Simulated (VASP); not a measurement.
# Cu (P6_3/mmc) in VASP: further runs, part 2 of 2

VASP 6.6.1. Earlier steps stand in the parts before.

## (3) Vibrations by perturbation theory, PBE

This run uses another cell than the first one, of 10.15 Å³/atom, 0.847 times its volume.

INCAR

```
SYSTEM = Cu
  PREC = Accurate
  ENCUT = 520
  EDIFF = 1E-8
  ISMEAR = -1
  SIGMA = 0.15
  LREAL = .FALSE.
  LASPH = .TRUE.
  NELM = 60
  ALGO = Normal
  ISIF = 2
  LWAVE = .FALSE.
  LCHARG = .FALSE.
  GGA = PE
  NBANDS = 18
  IBRION = 8
  NSW = 1
```

KPOINTS

```
Automatic mesh
0
G
  18 18 10
  0 0 0
```

POSCAR

```
Cu
1.0
    2.4272424283      0.0000000000      0.0000000000
   -1.2136212142      2.1020536041      0.0000000000
    0.0000000000      0.0000000000      3.9781968416
Cu
2
Direct
    0.3333333333      0.6666666667      0.2500000000
    0.6666666667      0.3333333333      0.7500000000
```

Potentials or basis: VASP PAW PBE potentials, release 64 (Cu).

Started as:

```bash
> cat potpaw_PBE.64/Cu/POTCAR > POTCAR
> mpirun -np 1 vasp_std > vasp.out
```

OUTCAR:

```text
SYSTEM = Cu
   PREC = Accurate
   ENCUT = 520
   EDIFF = 1E-8
   ISMEAR = -1
   LREAL = .FALSE.
   LASPH = .TRUE.
   NELM = 60
   ISIF = 2
   GGA = PE
   IBRION = 8
   NSW = 1

 ion  position               nearest neighbor table
   1  0.333  0.667  0.250-   2 2.43   2 2.43   2 2.43   2 2.43   2 2.43   2 2.43
   2  0.667  0.333  0.750-   1 2.43   1 2.43   1 2.43   1 2.43   1 2.43   1 2.43

  LATTYP: Found a hexagonal cell.
 ALAT       =     2.4272424283
 C/A-ratio  =     1.6389779592

  Lattice vectors:

 A1 = (   2.4272424283,   0.0000000000,   0.0000000000)
 A2 = (  -1.2136212142,   2.1020536041,   0.0000000000)
 A3 = (   0.0000000000,   0.0000000000,   3.9781968416)

Analysis of symmetry for initial positions (statically):
=====================================================================
 Subroutine PRICEL returns:
 Original cell was already a primitive cell.

 Routine SETGRP: Setting up the symmetry group for a
 hexagonal supercell.

 Subroutine GETGRP returns: Found 24 space group operations
 (whereof 12 operations were pure point group operations)
 out of a pool of 24 trial point group operations.

The static configuration has the point symmetry D_3d.
 The point group associated with its full space group is D_6h.

Analysis of symmetry for dynamics (positions and initial velocities):
=====================================================================
 Subroutine PRICEL returns:
 Original cell was already a primitive cell.

 Routine SETGRP: Setting up the symmetry group for a
[... 694 lines left out ...]

  FREE ENERGIE OF THE ION-ELECTRON SYSTEM (eV)
  ---------------------------------------------------
  free  energy   TOTEN  =        -7.1090949260 eV

  energy  without entropy=       -7.0627841135  energy(sigma->0) =       -7.08593952

[... ionic steps 2 to 3 ...]

--------------------------------------- Ionic step        4  -------------------------------------------

------------------------ aborting loop because EDIFF is reached ----------------------------------------

[... ionic steps 5 to 5 ...]

--------------------------------------- Ionic step        6  -------------------------------------------

 Free energy of the ion-electron system (eV)
  ---------------------------------------------------
  ---------------------------------------------------
  free energy    TOTEN  =        -0.25204083 eV

  energy without entropy =       -0.25204083

------------------------ aborting loop because EDIFF is reached ----------------------------------------

 INTERNAL STRAIN TENSOR  FOR ION    1  DIRECTION 3   (eV/Angst):
 -----------------------------------------------------------------------------
    -0.00011  0.00000  0.00000
    -0.00000 -0.00011  0.00000
     0.00000  0.00000  0.01182

 INTERNAL STRAIN TENSOR FOR ION    2 for displacements in x,y,z  (eV/Angst):
          X           Y           Z          XY          YZ          ZX
  --------------------------------------------------------------------------------
  x    -0.00000     0.00000     0.00000     2.97524     0.00000     0.00000
  y     2.97524    -2.97524     0.00000     0.00000     0.00000     0.00000
  z     0.00000    -0.00000     0.00000     0.00000    -0.00000    -0.00000

 SECOND DERIVATIVES (NOT SYMMETRIZED)
 ------------------------------------
               1X          1Y          1Z          2X          2Y          2Z
  1X    -2.226178    0.000000    0.000000    2.226178   -0.000000    0.000000
  1Y     0.000000   -2.226178    0.000000   -0.000000    2.226178    0.000000
  1Z     0.000000    0.000000  -13.818836    0.000000   -0.000000   13.818836
  2X     2.226178   -0.000000    0.000000   -2.226178    0.000000    0.000000
  2Y    -0.000000    2.226178    0.000000    0.000000   -2.226178    0.000000
  2Z     0.000000   -0.000000   13.818836    0.000000    0.000000  -13.818836

 Eigenvectors and eigenvalues of the dynamical matrix
 ----------------------------------------------------

   1 f  =   10.309968 THz    64.779443 2PiTHz  343.903531 cm-1    42.638584 meV
             X         Y         Z           dx          dy          dz
     -0.000000  1.401369  0.994549     0.000000    0.000000   -0.707107
      1.213621  0.700685  2.983648     0.000000    0.000000    0.707107
[... 16 lines left out ...]
   5 f  =    0.000000 THz     0.000000 2PiTHz    0.000000 cm-1     0.000000 meV
             X         Y         Z           dx          dy          dz
     -0.000000  1.401369  0.994549     0.000000   -0.000000    0.707107
      1.213621  0.700685  2.983648     0.000000    0.000000    0.707107

   6 f/i=    0.000000 THz     0.000000 2PiTHz    0.000001 cm-1     0.000000 meV
             X         Y         Z           dx          dy          dz
     -0.000000  1.401369  0.994549     0.131476    0.694776    0.000000
      1.213621  0.700685  2.983648     0.131476    0.694776    0.000000

--------------------------------------------------------------------------------------------------------

 ELASTIC MODULI CONTR FROM IONIC RELAXATION (kBar)
 Direction    XX          YY          ZZ          XY          YZ          ZX
 --------------------------------------------------------------------------------
 XX        -313.8712    313.8712      0.0000      0.0000      0.0000      0.0000
 YY         313.8712   -313.8712     -0.0000      0.0000     -0.0000     -0.0000
 ZZ           0.0000     -0.0000     -0.0000     -0.0000      0.0000      0.0000
 XY           0.0000      0.0000     -0.0000   -313.8712     -0.0000     -0.0000
 YZ           0.0000     -0.0000      0.0000     -0.0000     -0.0000     -0.0000
 ZX           0.0000     -0.0000      0.0000     -0.0000     -0.0000     -0.0000
 --------------------------------------------------------------------------------
```

OSZICAR:

```text
N       E                     dE             d eps       ncg     rms          rms(c)
DAV:   1     0.120338774232E+03    0.12034E+03   -0.10500E+04  8760   0.229E+03
DAV:   2    -0.265717794119E+01   -0.12300E+03   -0.11698E+03  8018   0.294E+02
[... 43 lines left out ...]
RMM:   8    -0.252042980755E+00    0.30222E-06   -0.18253E-06 18816   0.240E-03    0.243E-04
RMM:   9    -0.252043275024E+00   -0.29427E-06    0.43877E-07 20755   0.120E-03    0.177E-04
RMM:  10    -0.252042414937E+00    0.86009E-06   -0.36504E-07 20805   0.321E-04    0.118E-04
RMM:  11    -0.252040644874E+00    0.17701E-05   -0.26444E-07 20312   0.280E-04    0.209E-05
RMM:  12    -0.252040827414E+00   -0.18254E-06   -0.27300E-08 21099   0.157E-04    0.428E-06
RMM:  13    -0.252040830727E+00   -0.33135E-08   -0.72849E-08 20565   0.116E-04    0.157E-06
 Linear response finished
```

It took 4.3 min on 1 thread of Intel Xeon 6975P-C (Granite Rapids), shared host; peak memory 0.71 GiB.

What came out:

* Highest phonon frequency at Γ: 344 cm⁻¹

Phonon frequencies in cm⁻¹ (negative: imaginary):
```csv
q point,frequencies
"(0.000, 0.000, 0.000)",0 0 0 138 138 344
```

Caveat: the cell wasn't relaxed at this level first, which shifts response properties.

## (4) Vibrations by perturbation theory, PBE

This run uses another cell than the first one, of 10.83 Å³/atom, 0.905 times its volume.

INCAR

```
  PREC = Accurate
  ENCUT = 520
  EDIFF = 1E-8
  ISMEAR = -1
  SIGMA = 0.15
  LREAL = F
  LASPH = T
  NELM = 80
  ALGO = Fast
  ISIF = 2
  LWAVE = F
  LCHARG = T
  GGA = PE
  IBRION = 8
  NSW = 1
```

KPOINTS

```
regular mesh
0
Gamma
  18 18 10
```

POSCAR

```
Cu
1.0
    2.4804892580      0.0000000000      0.0000000000
   -1.2402446290      2.1481667113      0.0000000000
    0.0000000000      0.0000000000      4.0665702659
Cu
2
Direct
    0.3333333333      0.6666666667      0.2500000000
    0.6666666667      0.3333333333      0.7500000000
```

Potentials or basis: VASP PAW PBE potentials, release 64 (Cu).

Started as:

```bash
> cat potpaw_PBE.64/Cu/POTCAR > POTCAR
> mpirun -np 1 vasp_std > vasp.out
```

OUTCAR:

```text
PREC = Accurate
   ENCUT = 520
   EDIFF = 1E-8
   ISMEAR = -1
   LREAL = F
   LASPH = T
   NELM = 80
   ISIF = 2
   GGA = PE
   IBRION = 8
   NSW = 1

 ion  position               nearest neighbor table
   1  0.333  0.667  0.250-   2 2.49   2 2.49   2 2.49   2 2.49   2 2.49   2 2.49
   2  0.667  0.333  0.750-   1 2.49   1 2.49   1 2.49   1 2.49   1 2.49   1 2.49

  LATTYP: Found a hexagonal cell.
 ALAT       =     2.4804892580
 C/A-ratio  =     1.6394226473

  Lattice vectors:

 A1 = (   2.4804892580,   0.0000000000,   0.0000000000)
 A2 = (  -1.2402446290,   2.1481667113,   0.0000000000)
 A3 = (   0.0000000000,   0.0000000000,   4.0665702659)

Analysis of symmetry for initial positions (statically):
=====================================================================
 Subroutine PRICEL returns:
 Original cell was already a primitive cell.

 Routine SETGRP: Setting up the symmetry group for a
 hexagonal supercell.
[... 662 lines left out ...]

 INTERNAL STRAIN TENSOR  FOR ION    1  DIRECTION 3   (eV/Angst):
 -----------------------------------------------------------------------------
     0.00033  0.00000  0.00000
     0.00000  0.00033 -0.00000
     0.00000 -0.00000  0.01196

 INTERNAL STRAIN TENSOR FOR ION    2 for displacements in x,y,z  (eV/Angst):
          X           Y           Z          XY          YZ          ZX
  --------------------------------------------------------------------------------
  x     0.00000     0.00000     0.00000     2.36155     0.00000     0.00000
  y     2.36155    -2.36155    -0.00000     0.00000     0.00000     0.00000
  z    -0.00000     0.00000     0.00000     0.00000    -0.00000     0.00000

 SECOND DERIVATIVES (NOT SYMMETRIZED)
 ------------------------------------
               1X          1Y          1Z          2X          2Y          2Z
  1X    -1.729479   -0.000000    0.000000    1.729479   -0.000000    0.000000
  1Y    -0.000000   -1.729479    0.000000    0.000000    1.729479    0.000000
  1Z    -0.000000    0.000000  -10.544556    0.000000    0.000000   10.544556
  2X     1.729479   -0.000000    0.000000   -1.729479   -0.000000    0.000000
  2Y     0.000000    1.729479    0.000000   -0.000000   -1.729479    0.000000
  2Z     0.000000    0.000000   10.544556   -0.000000    0.000000  -10.544556

 Eigenvectors and eigenvalues of the dynamical matrix
 ----------------------------------------------------

   1 f  =    9.006079 THz    56.586864 2PiTHz  300.410461 cm-1    37.246133 meV
             X         Y         Z           dx          dy          dz
     -0.000000  1.432111  1.016643    -0.000000    0.000000   -0.707107
      1.240245  0.716056  3.049928     0.000000    0.000000    0.707107
[... 21 lines left out ...]
   6 f  =    0.000000 THz     0.000000 2PiTHz    0.000000 cm-1     0.000000 meV
             X         Y         Z           dx          dy          dz
     -0.000000  1.432111  1.016643     0.000000    0.000000    0.707107
      1.240245  0.716056  3.049928    -0.000000    0.000000    0.707107

--------------------------------------------------------------------------------------------------------

 ELASTIC MODULI CONTR FROM IONIC RELAXATION (kBar)
 Direction    XX          YY          ZZ          XY          YZ          ZX
 --------------------------------------------------------------------------------
 XX        -238.4270    238.4270      0.0000     -0.0000     -0.0000      0.0000
 YY         238.4270   -238.4270     -0.0000      0.0000      0.0000      0.0000
 ZZ           0.0000     -0.0000     -0.0000      0.0000      0.0000      0.0000
 XY          -0.0000      0.0000      0.0000   -238.4270     -0.0000      0.0000
 YZ          -0.0000      0.0000      0.0000     -0.0000     -0.0000      0.0000
 ZX           0.0000      0.0000      0.0000      0.0000      0.0000      0.0000
 --------------------------------------------------------------------------------
```

OSZICAR:

```text
N       E                     dE             d eps       ncg     rms          rms(c)
DAV:   1     0.120110550375E+03    0.12011E+03   -0.10793E+04  7108   0.270E+03
DAV:   2    -0.503873333598E+01   -0.12515E+03   -0.12109E+03  6660   0.323E+02
DAV:   3    -0.919285385288E+01   -0.41541E+01   -0.40346E+01  8300   0.909E+01
DAV:   4    -0.922199446722E+01   -0.29141E-01   -0.29136E-01  8031   0.751E+00
[... 56 lines left out ...]
RMM:  13    -0.251240886176E+00   -0.78666E-08   -0.16240E-07 16379   0.107E-03    0.112E-06
RMM:  14    -0.251240860614E+00    0.25562E-07    0.12704E-07 17788   0.102E-03    0.107E-06
RMM:  15    -0.251240847689E+00    0.12925E-07    0.16194E-07 17719   0.106E-03    0.589E-07
RMM:  16    -0.251240844414E+00    0.32750E-08    0.17784E-07 17563   0.104E-03    0.233E-07
RMM:  17    -0.251240839136E+00    0.52777E-08    0.23445E-07 17921   0.105E-03    0.958E-08
 Linear response finished
```

Run time: 4.9 min. Hardware: 1 thread of Intel Xeon 6975P-C (Granite Rapids), shared host; peak memory 0.66 GiB.

What came out:

```
Highest phonon frequency at Γ : 300 cm⁻¹
```

Phonon frequencies in cm⁻¹ (negative: imaginary):
| q point | frequencies |
| --- | --- |
| (0.000, 0.000, 0.000) | 0 0 0 122 122 300 |

Caveat: the cell wasn't relaxed at this level first, which shifts response properties.
